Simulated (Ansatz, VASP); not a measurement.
**One calculation of LaAl2N3, two programs**

```
La Al N
1.0
     4.68114    0.00000    0.00000
    -2.34057    4.05399    0.00000
     0.00000    0.00000    9.33668
La Al N
1 2 3
Direct
  0.00000 0.00000 0.00000
  0.00000 0.00000 0.35832
  0.00000 0.00000 0.64168
  0.50000 0.00000 0.00000
  0.00000 0.50000 0.00000
  0.50000 0.50000 0.00000
```

Alike in both runs: functional PBE; k mesh 6 × 6 × 4; occupations gaussian, width 0.1 eV; no spin polarisation.

Ansatz relaxed the structure, and its values are those at the end. VASP's run is a single point on that final structure, the one shown.

|  | VASP | Ansatz |
| --- | --- | --- |
| version | VASP 6.6.1 | Ansatz 0.2.0 |
| potentials or method | VASP PAW PBE potentials, release 64 (La, Al, N), cutoff 520 eV | scalar-relativistic, plane waves, PAW |
| valence electrons in the cell | 32 | 32 |

Ansatz gave:

| Property | Result |
| --- | --- |
| gap on the k mesh at the Fermi level (eV) | none |
| pressure (GPa) | 0.0 |
| rms of the force components (eV/Å) | 0.010 |

Question: Which values does VASP return?

Answer: gap on the k mesh at the Fermi level (eV): none; pressure (GPa): -0.1; rms of the force components (eV/Å): 0.010.

A gap of «none» marks a metal or a gap that the smearing closes.

Neither program's run includes spin-orbit coupling.
